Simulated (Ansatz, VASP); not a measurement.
## Zr in VASP and in Ansatz

The input INCAR:

```
SYSTEM = Zr
PREC = Accurate
ENCUT = 600
EDIFF = 1E-6
ISMEAR = 0
SIGMA = 0.1
LREAL = .False.
LASPH = .True.
NELM = 80
ALGO = Normal
ISIF = 3
LWAVE = .False.
LCHARG = .False.
IBRION = 2
NSW = 100
EDIFFG = -0.005
```

Contents of KPOINTS:

```
regular mesh
0
Gamma
  16 16 16
  0 0 0
```

File POSCAR:

```
Zr
1.0
    0.0000000000      2.2550000000      2.2550000000
    2.2550000000      0.0000000000      2.2550000000
    2.2550000000      2.2550000000      0.0000000000
Zr
1
Direct
    0.0000000000      0.0000000000      0.0000000000
```

Input for Ansatz:

```yaml
crystal:
  lattice:
    - [0.0, 2.255, 2.255]
    - [2.255, 0.0, 2.255]
    - [2.255, 2.255, 0.0]
  atoms:
    - { symbol: Zr, position: [0.0, 0.0, 0.0] }
basis:
  ecutwfc: 420
kpoints:
  mp_grid: { grid: [16, 16, 16] }
hamiltonian:
  xc: lda
scf:
  occupations: { method: gaussian, width: 0.1 }
output:
  forces: true
  stress: true
  eigenvalues: true
relax:
  adjacent_minimum: "off"
  f_tol: 0.005
  max_steps: 80
  cell: { stress_tol: 0.05 }
```

Alike in both runs: task relaxation of cell and atoms; functional LDA; k mesh 16 × 16 × 16; occupations gaussian, width 0.1 eV; no spin polarisation.

```csv
,VASP,Ansatz
version,VASP 6.6.1,Ansatz 0.2.0
potentials or method,"VASP PAW LDA potentials, release 64 (Zr_sv), cutoff 600 eV","scalar-relativistic, plane waves, PAW"
valence electrons in the cell,12,12
```

```csv
,VASP,Ansatz,Ansatz less VASP
"gap on the k mesh at the Fermi level, each at its own relaxed structure (eV)",none,none,-
relaxed volume (Å³/atom),21.56,21.54,-0.018
relaxed cell length with the largest relative difference (Å),3.124,3.123,-0.0009
```

LDA's correlation is that of Perdew and Zunger in VASP and of Perdew and Wang (1992) in Ansatz. A gap of «none» marks a metal or a gap that the smearing closes.
